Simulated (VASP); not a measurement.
# Be (Pm-3m) in VASP: further runs

The runs below take Be through single point, with revPBE.

Program: VASP 6.6.1. These are calculated values, not measurements. Logs are shortened: lines on timing, memory, paths and dates and some standing lists are left out, and cuts for length are marked.

### Step 1. The cell of the first run

It takes space group Pm-3m (No. 221, cubic). Conventional cell: a = 2.098 Å, b = 2.098 Å, c = 2.098 Å, α = 90.00°, β = 90.00°, γ = 90.00°. Within 2.8 Å of Be (site symmetry m-3m) lie 6 Be at 2.10 Å.

This isn't the form of Be at room conditions, which is hcp.

### Step 2. Single point, revPBE (9.23 Å³/atom)

The input, INCAR:

```
SYSTEM = Be
ALGO = Normal
EDIFF = 1E-6
ENCUT = 520
GGA = RE
ISIF = 2
ISMEAR = -1
LASPH = .True.
LCHARG = .False.
LREAL = .False.
LWAVE = .False.
NBANDS = 7
NELM = 100
PREC = Accurate
SIGMA = 0.1
```

The input, KPOINTS:

```
k-points
0
Gamma
  16 16 16
  0 0 0
```

The input, POSCAR:

```
Be
1.0
    2.0977635820      0.0000000000      0.0000000000
    0.0000000000      2.0977635820      0.0000000000
    0.0000000000      0.0000000000      2.0977635820
Be
1
Direct
    0.0000000000      0.0000000000      0.0000000000
```

Potentials or basis: VASP PAW PBE potentials, release 64 (Be).

Launch:

```console
cat potpaw_PBE.64/Be/POTCAR > POTCAR
mpirun -np 1 vasp_std > vasp.out
```

OUTCAR:

```text
SYSTEM = Be
   EDIFF = 1E-6
   ENCUT = 520
   GGA = RE
   ISIF = 2
   ISMEAR = -1
   LASPH = .True.
   LREAL = .False.
   NELM = 100
   PREC = Accurate

 ion  position               nearest neighbor table
   1  0.000  0.000  0.000-

  LATTYP: Found a simple cubic cell.
 ALAT       =     2.0977635820

  Lattice vectors:

 A1 = (   2.0977635820,   0.0000000000,   0.0000000000)
 A2 = (   0.0000000000,   2.0977635820,   0.0000000000)
 A3 = (   0.0000000000,   0.0000000000,   2.0977635820)

Analysis of symmetry for initial positions (statically):
=====================================================================
 Subroutine PRICEL returns:
 Original cell was already a primitive cell.

 Routine SETGRP: Setting up the symmetry group for a
 simple cubic supercell.

 Subroutine GETGRP returns: Found 48 space group operations
 (whereof 48 operations were pure point group operations)
 out of a pool of 48 trial point group operations.

The static configuration has the point symmetry O_h .

Analysis of symmetry for dynamics (positions and initial velocities):
=====================================================================
 Subroutine PRICEL returns:
 Original cell was already a primitive cell.

 Routine SETGRP: Setting up the symmetry group for a
 simple cubic supercell.

 Subroutine GETGRP returns: Found 48 space group operations
 (whereof 48 operations were pure point group operations)
 out of a pool of 48 trial point group operations.

The dynamic configuration has the point symmetry O_h .

 Subroutine INISYM returns: Found 48 space group operations
 (whereof 48 operations are pure point group operations),
 and found     1 'primitive' translations

----------------------------------------------------------------------------------------

                                     Primitive cell

  volume of cell :       9.2314

  direct lattice vectors                    reciprocal lattice vectors
     2.097763582  0.000000000  0.000000000     0.476698141  0.000000000  0.000000000
     0.000000000  2.097763582  0.000000000     0.000000000  0.476698141  0.000000000
     0.000000000  0.000000000  2.097763582     0.000000000  0.000000000  0.476698141

  length of vectors
     2.097763582  2.097763582  2.097763582     0.476698141  0.476698141  0.476698141

  position of ions in fractional coordinates (direct lattice)
     0.000000000  0.000000000  0.000000000

  ion indices of the primitive-cell ions
   primitive index   ion index
                 1           1

----------------------------------------------------------------------------------------

 KPOINTS: k-points

Automatic generation of k-mesh.
 Grid dimensions read from file:
 generate k-points for:   16   16   16

 Generating k-lattice:

  Cartesian coordinates                     Fractional coordinates (reciprocal lattice)
     0.029793634  0.000000000  0.000000000     0.062500000  0.000000000  0.000000000
     0.000000000  0.029793634  0.000000000     0.000000000  0.062500000  0.000000000
     0.000000000  0.000000000  0.029793634     0.000000000  0.000000000  0.062500000

  Length of vectors
     0.029793634  0.029793634  0.029793634

  Shift w.r.t. Gamma in fractional coordinates (k-lattice)
     0.000000000  0.000000000  0.000000000

 Subroutine IBZKPT returns following result:
 ===========================================

 Found    165 irreducible k-points:

 Following reciprocal coordinates:
            Coordinates               Weight
  0.000000  0.000000  0.000000      1.000000
  0.062500  0.000000  0.000000      6.000000
  0.125000  0.000000  0.000000      6.000000
  0.187500  0.000000  0.000000      6.000000
  0.250000  0.000000  0.000000      6.000000
  0.312500  0.000000  0.000000      6.000000
[... 16 lines left out ...]
  0.437500  0.125000  0.000000     24.000000
  0.500000  0.125000  0.000000     12.000000
 [... further k-points ...]
   k-points           NKPTS =    165   k-points in BZ     NKDIM =    165   number of bands    NBANDS=      7
   number of dos      NEDOS =    301   number of ions     NIONS =      1
   total plane-waves  NPLWV =   4096
   dimension x,y,z NGX =    16 NGY =   16 NGZ =   16
   dimension x,y,z NGXF=    32 NGYF=   32 NGZF=   32
   ions per type =               1
   NGX,Y,Z   is equivalent  to a cutoff of  12.68, 12.68, 12.68 a.u.
   NGXF,Y,Z  is equivalent  to a cutoff of  25.36, 25.36, 25.36 a.u.
 SYSTEM =  Be
   PREC   = accura    normal or accurate (medium, high low for compatibility)
   ISTART =      0    job   : 0-new  1-cont  2-samecut
   ICHARG =      2    charge: 1-file 2-atom 10-const
   ISPIN  =      1    spin polarized calculation?
   LNONCOLLINEAR =      F non collinear calculations
   LSORBIT =      F    spin-orbit coupling
   LASPH  =      T    aspherical Exc in radial PAW
   ENCUT  =  520.0 eV  38.22 Ry    6.18 a.u.   3.90  3.90  3.90*2*pi/ulx,y,z
   NELM   =    100;   NELMIN=  2; NELMDL= -5     # of ELM steps
   EDIFF  = 0.1E-05   stopping-criterion for ELM
   LREAL  =      F    real-space projection
   EDIFFG = 0.1E-04   stopping-criterion for IOM
   NSW    =      0    number of steps for IOM
   IBRION =     -1    ionic relax: 0-MD 1-quasi-New 2-CG
   NFREE  =      0    steps in history (QN), initial steepest desc. (CG)
   ISIF   =      2    stress and relaxation
   ISYM   =      2    0-nonsym 1-usesym 2-fastsym
   POTIM  = 0.5000    time-step for ionic-motion
   TEBEG  =    0.0;   TEEND  =   0.0 temperature during run
   PSTRESS=    0.0 pullay stress
   NELECT =       2.0000    total number of electrons
   NUPDOWN=      -1.0000    fix difference up-down
   EMIN   =  10.00;   EMAX   =-10.00  energy-range for DOS
   EFERMI =   0.00;   METHOD = LEGACY
   ISMEAR =    -1;   SIGMA  =   0.10  broadening in eV -4-tet -1-fermi 0-gaus
   EFERMI_NEDOS =   21; number of points for ismear=-14 and -15
   IALGO  =     38    algorithm
   IMIX   =      4    mixing-type and parameters
     AMIX     =   0.40;   BMIX     =  1.00
     AMIX_MAG =   1.60;   BMIX_MAG =  1.00
  volume/ion in A,a.u.               =       9.23        62.30
  Fermi-wavevector in a.u.,A,eV,Ry     =   0.983245  1.858063 13.153707  0.966770
  Thomas-Fermi vector in A             =   2.114388
   LORBIT       =      0    0 simple, 1 ext, 2 COOP (PROOUT), +10 PAW based schemes
   GGA     = RE    functional components
   LHFCALC =     F    Hartree Fock is set to
   AEXX    =    0.0000 exact exchange contribution
   IVDW    =     0    specifies the selected vdW correction
   LEPSILON=     F    determine dielectric tensor
   LRPA    =     F    only Hartree local field effects (RPA)
 non-spin polarized calculation
  energy-cutoff  :      520.00
  volume of cell :        9.23
 maximum number of plane-waves:       280
 NGX is ok and might be reduce to    16
   NGX =  7   NGY =  7   NGZ =  7

 number of electron       2.0000000 magnetization

 Free energy of the ion-electron system (eV)
  ---------------------------------------------------
  ext. energy  EPLUGINS =         0.00000000
  ---------------------------------------------------
  free energy    TOTEN  =        -2.54342407 eV

  energy without entropy =       -2.53163996  energy(sigma->0) =       -2.53753202

 E-fermi :   5.6817     XC(G=0): -10.0939

 val. band max:        5.6632977357   @ k =   0.5000   0.2500   0.1875
 cond. band min:       5.7113079615   @ k =   0.4375   0.1875   0.1250
 fundamental gap:      0.0480102258
 Fermi energy:         5.6816645410

 k-point     1 :       0.0000    0.0000    0.0000
  band No.  band energies     occupation
      1      -4.6521      2.00000
      2      20.3840      0.00000
      3      20.3840      0.00000
      4      20.3840      0.00000
      5      25.9909      0.00000
      6      25.9909      0.00000
      7      35.9561      0.00000

 k-point     2 :       0.0625    0.0000    0.0000
  band No.  band energies     occupation
      1      -4.5502      2.00000
      2      18.8705      0.00000
      3      20.4900      0.00000
      4      20.4900      0.00000
      5      26.1187      0.00000
      6      27.6533      0.00000
      7      35.8611      0.00000

 k-point     3 :       0.1250    0.0000    0.0000
  band No.  band energies     occupation
      1      -4.2451      2.00000
      2      16.2102      0.00000
      3      20.8039      0.00000
      4      20.8039      0.00000
      5      26.5011      0.00000
      6      30.6577      0.00000
      7      35.6823      0.00000

 k-point     4 :       0.1875    0.0000    0.0000
  band No.  band energies     occupation
      1      -3.7392      2.00000
      2      13.4954      0.00000
      3      21.3124      0.00000
      4      21.3124      0.00000
      5      27.1344      0.00000
      6      33.1200      0.00000
      7      36.2066      0.00000

 k-point     5 :       0.2500    0.0000    0.0000
  band No.  band energies     occupation
      1      -3.0380      2.00000
      2      10.9296      0.00000
      3      21.9878      0.00000
      4      21.9878      0.00000
      5      28.0099      0.00000
      6      33.4267      0.00000
      7      38.7702      0.00000

 k-point     6 :       0.3125    0.0000    0.0000
  band No.  band energies     occupation
      1      -2.1541      2.00000
      2       8.5771      0.00000
      3      22.7771      0.00000
      4      22.7771      0.00000
      5      29.1079      0.00000
      6      33.0053      0.00000
      7      39.7563      0.00000

 k-point     7 :       0.3750    0.0000    0.0000
  band No.  band energies     occupation
      1      -1.1216      2.00000
      2       6.4898      0.00062
      3      23.5809      0.00000
      4      23.5809      0.00000
      5      30.3759      0.00000
      6      32.5656      0.00000
      7      37.7157      0.00000

 k-point     8 :       0.4375    0.0000    0.0000
  band No.  band energies     occupation
      1      -0.0616      2.00000
      2       4.7952      1.99972
      3      24.2256      0.00000
      4      24.2256      0.00000
      5      31.6417      0.00000
      6      32.2634      0.00000
      7      36.3228      0.00000

 k-point     9 :       0.5000    0.0000    0.0000
  band No.  band energies     occupation
      1       0.5187      2.00000
      2       4.0033      2.00000
      3      24.4818      0.00000
      4      24.4818      0.00000
      5      32.1571      0.00000
      6      32.2981      0.00000
      7      35.8165      0.00000

 k-point    10 :       0.0625    0.0625    0.0000
  band No.  band energies     occupation
      1      -4.4480      2.00000
      2      18.4490      0.00000
      3      19.5946      0.00000
      4      20.5958      0.00000
      5      27.0754      0.00000
      6      28.3998      0.00000
      7      35.7381      0.00000

 k-point    11 :       0.1250    0.0625    0.0000
  band No.  band energies     occupation
      1      -4.1424      2.00000
      2      16.1586      0.00000
      3      19.6182      0.00000
      4      20.9092      0.00000
      5      27.7150      0.00000
      6      31.0792      0.00000
      7      35.4655      0.00000
[... 51 lines left out ...]
 k-point    17 :       0.5000    0.0625    0.0000
  band No.  band energies     occupation
      1       0.6431      2.00000
      2       4.0660      2.00000
      3      23.6126      0.00000
      4      24.5765      0.00000
      5      30.3183      0.00000
      6      33.3553      0.00000
      7      35.1045      0.00000

 k-point    18 :       0.1250    0.1250    0.0000
  band No.  band energies     occupation
      1      -3.8350      2.00000
      2      15.4704      0.00000
      3      18.1254      0.00000
      4      21.2211      0.00000
      5      29.3277      0.00000
      6      32.7692      0.00000
      7      34.8491      0.00000

 k-point    19 :       0.1875    0.1250    0.0000
  band No.  band energies     occupation
      1      -3.3253      2.00000
      2      13.4483      0.00000
      3      18.0565      0.00000
      4      21.7260      0.00000
      5      30.2883      0.00000
      6      33.5835      0.00000
      7      35.8849      0.00000

 k-point    20 :       0.2500    0.1250    0.0000
  band No.  band energies     occupation
      1      -2.6186      2.00000
      2      11.0837      0.00000
      3      18.6408      0.00000
      4      22.3958      0.00000
      5      30.9919      0.00000
      6      32.3837      0.00000
      7      38.7201      0.00000

 k-point    21 :       0.3125    0.1250    0.0000
  band No.  band energies     occupation
      1      -1.7267      2.00000
      2       8.8146      0.00000
      3      19.4870      0.00000
      4      23.1771      0.00000
      5      30.3299      0.00000
      6      32.4122      0.00000
      7      38.8228      0.00000

 k-point    22 :       0.3750    0.1250    0.0000
  band No.  band energies     occupation
      1      -0.6812      2.00000
      2       6.7620      0.00004
      3      20.4607      0.00000
      4      23.9705      0.00000
      5      28.8320      0.00000
      6      33.3709      0.00000
      7      37.6031      0.00000

 k-point    23 :       0.4375    0.1250    0.0000
  band No.  band energies     occupation
      1       0.4045      2.00000
      2       5.0660      1.99577
      3      21.3693      0.00000
      4      24.6046      0.00000
      5      27.5443      0.00000
      6      34.4186      0.00000
      7      36.5197      0.00000

 k-point    24 :       0.5000    0.1250    0.0000
  band No.  band energies     occupation
      1       1.0148      2.00000
      2       4.2515      2.00000
      3      21.7912      0.00000
      4      24.8558      0.00000
      5      26.9887      0.00000
      6      35.2586      0.00000
      7      35.7024      0.00000

 [... further k-points ...]
[... 5 lines left out ...]
  --------------------------------------------------------------------------------------
  -------------------------------------------------------------------------------------
  Total        0.6737613      0.6737613      0.6737613      0.0000000      0.0000000     -0.0000000
  in kB      116.9356662    116.9356662    116.9356662      0.0000000      0.0000000     -0.0000000
  external PRESSURE =     116.9356662 kB  Pullay stress =       0.0000000 kB

 VOLUME and BASIS-vectors are now :
 -----------------------------------------------------------------------------
  energy-cutoff  :      520.00
  volume of cell :        9.23
      direct lattice vectors                 reciprocal lattice vectors
     2.097763582  0.000000000  0.000000000     0.476698141  0.000000000  0.000000000
     0.000000000  2.097763582  0.000000000     0.000000000  0.476698141  0.000000000
     0.000000000  0.000000000  2.097763582     0.000000000  0.000000000  0.476698141

 POSITION                                       TOTAL-FORCE (eV/Angst)
 -----------------------------------------------------------------------------------
      0.00000      0.00000      0.00000         0.000000      0.000000      0.000000
 -----------------------------------------------------------------------------------
    total drift:                               -0.000000     -0.000000     -0.000000

  FREE ENERGIE OF THE ION-ELECTRON SYSTEM (eV)
  ---------------------------------------------------
  free  energy   TOTEN  =        -2.5434240701 eV

  energy  without entropy=       -2.5316399604  energy(sigma->0) =       -2.53753202
```

Wall time 14 s (1 thread of AMD EPYC 7R13, shared host); peak memory 0.08 GiB.

What came out:

* Free energy: -2.5434 eV
* Pressure: 11.7 GPa
* Band gap on the k mesh: zero (bands 1 and 2 overlap by 7.53 eV)

Levels at points of the mesh, in eV from the Fermi level:
```tsv
k point	band 1	band 2	band 3	band 4	band 5
(0.00, 0.00, 0.00)	-10.33	14.70	14.70	14.70	20.31
(0.50, 0.00, 0.00)	-5.16	-1.68	18.80	18.80	26.48
(0.50, 0.50, 0.00)	0.68	0.68	6.76	8.16	22.19
(0.50, 0.50, 0.50)	5.85	5.85	5.85	13.84	13.84
```

Caveat: the cell stands under pressure; the PAW data sets were made with another functional, which shifts forces and pressure a little.

### Step 3. Single point, revPBE (9.65 Å³/atom)

This run uses another cell than the first one, of 9.65 Å³/atom.

The input, INCAR:

```
ALGO     = Normal         # electronic algorithm
EDIFF    = 1E-7           # SCF threshold, eV
ENCUT    = 520            # plane-wave cutoff, eV
GGA      = RE             # functional
ISIF     = 2              # what is computed and relaxed
ISMEAR   = -1             # smearing method
LASPH    = T              # aspherical terms in the spheres
LCHARG   = F              # write CHGCAR
LREAL    = F              # projectors in reciprocal space
LWAVE    = F              # write WAVECAR
NBANDS   = 7              # bands
NELM     = 100            # most SCF steps
PREC     = Accurate       # precision mode
SIGMA    = 0.1            # smearing width, eV
```

The input, KPOINTS:

```
k-points
0
Gamma
  16 16 16
```

The input, POSCAR:

```
Be
1.0
    2.1290781029      0.0000000000      0.0000000000
    0.0000000000      2.1290781029      0.0000000000
    0.0000000000      0.0000000000      2.1290781029
Be
1
Direct
    0.0000000000      0.0000000000      0.0000000000
```

Potentials or basis: VASP PAW PBE potentials, release 64 (Be).

Launch:

```console
cat potpaw_PBE.64/Be/POTCAR > POTCAR
mpirun -np 1 vasp_std > vasp.out
```

It took 14 s on 1 thread of AMD EPYC 7R13, shared host; peak memory 0.08 GiB.

Results (log left out):

| Quantity | Value |
| --- | --- |
| Free energy | -2.5679 eV |
| Pressure | 7.1 GPa |
| Band gap on the k mesh | zero (bands 1 and 2 overlap by 7.41 eV) |

Levels at points of the mesh, in eV from the Fermi level:
| k point | band 1 | band 2 | band 3 | band 4 | band 5 | band 6 |
| --- | --- | --- | --- | --- | --- | --- |
| (0.00, 0.00, 0.00) | -10.06 | 14.26 | 14.26 | 14.26 | 19.81 | 19.81 |
| (0.50, 0.00, 0.00) | -4.93 | -1.72 | 18.19 | 18.19 | 25.75 | 25.91 |
| (0.50, 0.50, 0.00) | 0.71 | 0.71 | 6.70 | 7.73 | 21.44 | 33.72 |
| (0.50, 0.50, 0.50) | 5.69 | 5.69 | 5.69 | 13.55 | 13.55 | 13.55 |

Caveat: the cell stands under pressure; the PAW data sets were made with another functional, which shifts forces and pressure a little.

(Continued in part 2 of 3.)
